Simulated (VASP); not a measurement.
# Fe (Fm-3m) in VASP: a series of runs

Fe is run at these levels: PBE; tasks: single point.

All numbers are computed with VASP 6.6.1; they aren't measurements. Logs are shortened: lines on timing, memory, paths and dates and some standing lists are left out, and cuts for length are marked.

### Step 1. The cell of the first run

It takes space group Fm-3m (No. 225, cubic). Conventional cell: a = 3.557 Å, b = 3.557 Å, c = 3.557 Å, α = 90.00°, β = 90.00°, γ = 90.00°. Within 3.3 Å of Fe (site symmetry m-3m) lie 12 Fe at 2.52 Å.

This isn't the form of Fe at room conditions, which is bcc.

### Step 2. Single point, PBE, collinear spin, antiferromagnetic start

The input, INCAR:

```
SYSTEM = Fe
PREC     = Accurate       ! precision mode
ENCUT    = 520            ! plane-wave cutoff, eV
EDIFF    = 1E-7           ! SCF threshold, eV
ISMEAR   = 0              ! smearing method
SIGMA    = 0.1            ! smearing width, eV
LREAL    = .FALSE.        ! projectors in reciprocal space
LASPH    = .TRUE.         ! aspherical terms in the spheres
NELM     = 150            ! most SCF steps
ALGO     = Normal         ! electronic algorithm
ISIF     = 2              ! what is computed and relaxed
LWAVE    = .FALSE.        ! write WAVECAR
LCHARG   = .TRUE.         ! write CHGCAR
ISPIN    = 2              ! spin polarisation
MAGMOM   = 4 -4           ! initial moments
LORBIT   = 11             ! projections on sites
LMAXMIX  = 4              ! l up to which the mixer works
GGA      = PE             ! functional
LELF     = .TRUE.         ! ELF
LVHAR    = .TRUE.       
NBANDS   = 19             ! bands
```

The input, KPOINTS:

```
Automatic mesh
0
G
  6 12 12
  0 0 0
```

The input, POSCAR:

```
Fe
1.0
    0.0000000000      3.5570000000      3.5570000000
    1.7785000000      0.0000000000      1.7785000000
    1.7785000000      1.7785000000      0.0000000000
Fe
2
Direct
    0.0000000000      0.0000000000      0.0000000000
    0.5000000000      0.0000000000      0.0000000000
```

Potentials or basis: VASP PAW PBE potentials, release 64 (Fe).

Run with:

```console
$ cat potpaw_PBE.64/Fe/POTCAR > POTCAR
$ mpirun -np 1 vasp_std > vasp.out
```

OUTCAR:

```text
SYSTEM = Fe
   PREC = Accurate
   ENCUT = 520
   EDIFF = 1E-7
   ISMEAR = 0
   LREAL = .FALSE.
   LASPH = .TRUE.
   NELM = 150
   ISIF = 2
   ISPIN = 2
   LORBIT = 11
   GGA = PE

 ion  position               nearest neighbor table
   1  0.000  0.000  0.000-   2 2.52   2 2.52   2 2.52   2 2.52   2 2.52   2 2.52
   2  0.500  0.000  0.000-   1 2.52   1 2.52   1 2.52   1 2.52   1 2.52   1 2.52

  LATTYP: Found a trigonal (rhomboedric) cell.
 ALAT       =     4.3564175075
 COS(alpha) =     0.8333333333

  Lattice vectors:

 A1 = (   1.7785000000,  -1.7785000000,  -3.5570000000)
 A2 = (   3.5570000000,  -1.7785000000,  -1.7785000000)
 A3 = (   1.7785000000,  -3.5570000000,  -1.7785000000)

Analysis of symmetry for initial positions (statically):
=====================================================================
 Subroutine PRICEL returns following result:

  LATTYP: Found a face centered cubic cell.
 ALAT       =     3.5570000000
[... 12 lines left out ...]
 Subroutine GETGRP returns: Found 12 space group operations
 (whereof 12 operations were pure point group operations)
 out of a pool of 12 trial point group operations.

The static configuration has the point symmetry D_3d.

Analysis of symmetry for dynamics (positions and initial velocities):
=====================================================================
 Subroutine PRICEL returns following result:

  LATTYP: Found a face centered cubic cell.
 ALAT       =     3.5570000000
[... 12 lines left out ...]
 Subroutine GETGRP returns: Found 12 space group operations
 (whereof 12 operations were pure point group operations)
 out of a pool of 12 trial point group operations.

The dynamic configuration has the point symmetry D_3d.

Analysis of structural, dynamic, and magnetic symmetry:
=====================================================================
 Subroutine PRICEL returns following result:

  LATTYP: Found a face centered cubic cell.
 ALAT       =     3.5570000000
[... 12 lines left out ...]
 Subroutine GETGRP returns: Found 12 space group operations
 (whereof 12 operations were pure point group operations)
 out of a pool of 12 trial point group operations.

The overall configuration has the point symmetry D_3d.

 Subroutine INISYM returns: Found 12 space group operations
 (whereof 12 operations are pure point group operations),
 and found     2 'primitive' translations

----------------------------------------------------------------------------------------

                                     Primitive cell

  volume of cell :      11.2510

  direct lattice vectors                    reciprocal lattice vectors
     0.000000000  1.778500000  1.778500000    -0.281135789  0.281135789  0.281135789
     1.778500000  0.000000000  1.778500000     0.281135789 -0.281135789  0.281135789
     1.778500000  1.778500000  0.000000000     0.281135789  0.281135789 -0.281135789

  length of vectors
     2.515178821  2.515178821  2.515178821     0.486941470  0.486941470  0.486941470

  position of ions in fractional coordinates (direct lattice)
     0.000000000  0.000000000  0.000000000

  ion indices of the primitive-cell ions
   primitive index   ion index
                 1           1

----------------------------------------------------------------------------------------

 KPOINTS: Automatic mesh

Automatic generation of k-mesh.
 Grid dimensions read from file:
 generate k-points for:    6   12   12

 Generating k-lattice:

  Cartesian coordinates                     Fractional coordinates (reciprocal lattice)
    -0.023427982  0.023427982  0.023427982     0.166666667  0.000000000  0.000000000
     0.023427982 -0.023427982  0.023427982     0.000000000  0.083333333  0.000000000
     0.023427982  0.023427982 -0.023427982     0.000000000  0.000000000  0.083333333

  Length of vectors
     0.040578456  0.040578456  0.040578456

  Shift w.r.t. Gamma in fractional coordinates (k-lattice)
     0.000000000  0.000000000  0.000000000

 -----------------------------------------------------------------------------
|                                                                             |
|           W    W    AA    RRRRR   N    N  II  N    N   GGGG   !!!           |
|           W    W   A  A   R    R  NN   N  II  NN   N  G    G  !!!           |
|           W    W  A    A  R    R  N N  N  II  N N  N  G       !!!           |
|           W WW W  AAAAAA  RRRRR   N  N N  II  N  N N  G  GGG   !            |
|           WW  WW  A    A  R   R   N   NN  II  N   NN  G    G                |
[... 21 lines left out ...]
  0.333333  0.000000  0.000000      2.000000
  0.500000  0.000000  0.000000      1.000000
  0.000000  0.083333  0.000000      6.000000
  0.166667  0.083333  0.000000      6.000000
[... 16 lines left out ...]
  0.000000  0.333333  0.000000      6.000000
  0.166667  0.333333  0.000000      6.000000
 [... further k-points ...]
   k-points           NKPTS =     98   k-points in BZ     NKDIM =     98   number of bands    NBANDS=     19
   number of dos      NEDOS =    301   number of ions     NIONS =      2
   total plane-waves  NPLWV =  16000
   dimension x,y,z NGX =    40 NGY =   20 NGZ =   20
   dimension x,y,z NGXF=    80 NGYF=   40 NGZF=   40
   ions per type =               2
   NGX,Y,Z   is equivalent  to a cutoff of  13.22, 13.22, 13.22 a.u.
   NGXF,Y,Z  is equivalent  to a cutoff of  26.44, 26.44, 26.44 a.u.
 SYSTEM =  Fe
   PREC   = accura    normal or accurate (medium, high low for compatibility)
   ISTART =      0    job   : 0-new  1-cont  2-samecut
   ICHARG =      2    charge: 1-file 2-atom 10-const
   ISPIN  =      2    spin polarized calculation?
   LNONCOLLINEAR =      F non collinear calculations
   LSORBIT =      F    spin-orbit coupling
   LASPH  =      T    aspherical Exc in radial PAW
   ENCUT  =  520.0 eV  38.22 Ry    6.18 a.u.   9.35  4.68  4.68*2*pi/ulx,y,z
   NELM   =    150;   NELMIN=  2; NELMDL= -5     # of ELM steps
   EDIFF  = 0.1E-06   stopping-criterion for ELM
   LREAL  =      F    real-space projection
   EDIFFG = 0.1E-05   stopping-criterion for IOM
   NSW    =      0    number of steps for IOM
   IBRION =     -1    ionic relax: 0-MD 1-quasi-New 2-CG
   NFREE  =      0    steps in history (QN), initial steepest desc. (CG)
   ISIF   =      2    stress and relaxation
   ISYM   =      2    0-nonsym 1-usesym 2-fastsym
   POTIM  = 0.5000    time-step for ionic-motion
   TEBEG  =    0.0;   TEEND  =   0.0 temperature during run
   PSTRESS=    0.0 pullay stress
   NELECT =      16.0000    total number of electrons
   NUPDOWN=      -1.0000    fix difference up-down
   EMIN   =  10.00;   EMAX   =-10.00  energy-range for DOS
   EFERMI =   0.00;   METHOD = LEGACY
   ISMEAR =     0;   SIGMA  =   0.10  broadening in eV -4-tet -1-fermi 0-gaus
   EFERMI_NEDOS =   21; number of points for ismear=-14 and -15
   IALGO  =     38    algorithm
   IMIX   =      4    mixing-type and parameters
     AMIX     =   0.40;   BMIX     =  1.00
     AMIX_MAG =   1.60;   BMIX_MAG =  1.00
  volume/ion in A,a.u.               =      11.25        75.93
  Fermi-wavevector in a.u.,A,eV,Ry     =   1.461193  2.761255 29.049600  2.135085
  Thomas-Fermi vector in A             =   2.577554
   LORBIT       =     11    0 simple, 1 ext, 2 COOP (PROOUT), +10 PAW based schemes
   GGA     = PE    functional components
   LHFCALC =     F    Hartree Fock is set to
   AEXX    =    0.0000 exact exchange contribution
   IVDW    =     0    specifies the selected vdW correction
   LEPSILON=     F    determine dielectric tensor
   LRPA    =     F    only Hartree local field effects (RPA)
 spin polarized calculation
 Gauss-broadening in eV      SIGMA  =   0.10
  energy-cutoff  :      520.00
  volume of cell :       22.50
 maximum number of plane-waves:       617
 NGX is ok and might be reduce to    40
   NGX = 19   NGY =  9   NGZ =  9

 number of electron      15.9999989 magnetization       0.0000000

 number of electron      15.9999989 magnetization      -0.0000000

 Free energy of the ion-electron system (eV)
  ---------------------------------------------------
  ext. energy  EPLUGINS =         0.00000000
  ---------------------------------------------------
  free energy    TOTEN  =       -16.12462143 eV

  energy without entropy =      -16.10515788  energy(sigma->0) =      -16.11488966

 E-fermi :   6.0068     XC(G=0): -13.2011

 val. band max:        6.0025355557   @ k =  -0.1667  -0.4167   0.2500
 cond. band min:       6.0220609660   @ k =   0.0000   0.5000   0.0000
 fundamental gap:      0.0195254103
 Fermi energy:         6.0068169891

 spin component 1

 k-point     1 :       0.0000    0.0000    0.0000
  band No.  band energies     occupation
      1      -2.4987      1.00000
      2       1.4301      1.00000
      3       3.9673      1.00000
      4       3.9673      1.00000
      5       4.4550      1.00000
      6       4.4895      1.00000
[... 517 lines left out ...]
     18      27.7823      0.00000
     19      28.7843      0.00000

 [... further k-points ...]

 spin component 2

 k-point     1 :       0.0000    0.0000    0.0000
  band No.  band energies     occupation
      1      -2.4987      1.00000
      2       1.4301      1.00000
      3       3.9673      1.00000
      4       3.9673      1.00000
      5       4.4550      1.00000
      6       4.4895      1.00000
[... 517 lines left out ...]
     18      27.7823      0.00000
     19      28.7843      0.00000

 [... further k-points ...]

------------------------ aborting loop because EDIFF is reached ----------------------------------------

  FORCE on cell =-STRESS in cart. coord.  units (eV):
  Direction    XX          YY          ZZ          XY          YZ          ZX
  --------------------------------------------------------------------------------------
  -------------------------------------------------------------------------------------
  Total       -1.4154590     -1.4154590     -1.4154590     -0.4612076      0.4612076     -0.4612076
  in kB     -100.7827670   -100.7827670   -100.7827670    -32.8386600     32.8386600    -32.8386600
  external PRESSURE =    -100.7827670 kB  Pullay stress =       0.0000000 kB

 VOLUME and BASIS-vectors are now :
 -----------------------------------------------------------------------------
  energy-cutoff  :      520.00
  volume of cell :       22.50
      direct lattice vectors                 reciprocal lattice vectors
     0.000000000  3.557000000  3.557000000    -0.140567894  0.140567894  0.140567894
     1.778500000  0.000000000  1.778500000     0.281135789 -0.281135789  0.281135789
     1.778500000  1.778500000  0.000000000     0.281135789  0.281135789 -0.281135789

 POSITION                                       TOTAL-FORCE (eV/Angst)
 -----------------------------------------------------------------------------------
      0.00000      0.00000      0.00000        -0.000000     -0.000000      0.000000
      0.00000      1.77850      1.77850         0.000000      0.000000     -0.000000
 -----------------------------------------------------------------------------------
    total drift:                               -0.000000     -0.000000     -0.000000

  FREE ENERGIE OF THE ION-ELECTRON SYSTEM (eV)
  ---------------------------------------------------
  free  energy   TOTEN  =       -16.1246214308 eV

  energy  without entropy=      -16.1051578827  energy(sigma->0) =      -16.11488966

 total charge

# of ion       s       p       d       tot
------------------------------------------
    1        0.496   0.551   6.234   7.281
    2        0.496   0.551   6.234   7.281
--------------------------------------------------
tot          0.992   1.102  12.468  14.562

 magnetization (x)

# of ion       s       p       d       tot
------------------------------------------
    1        0.005   0.015   1.504   1.525
    2       -0.005  -0.015  -1.504  -1.525
--------------------------------------------------
tot          0.000   0.000   0.000   0.000
```

Run time: 2 min. Hardware: 1 thread of Intel Xeon 8259CL, shared host; peak memory 0.2 GiB.

Results:

- Free energy: -16.1246 eV
- Pressure: -10.1 GPa
- Band gap on the k mesh: zero (filled and empty bands overlap)
- Net moment: 0.00 μB per cell
- Site moments: Fe +1.52, -1.52 μB
- Valence electrons inside the program's atomic spheres: Fe 7.28

Caveat: the cell stands under tension.

(Part 1 of 3 ends here.)
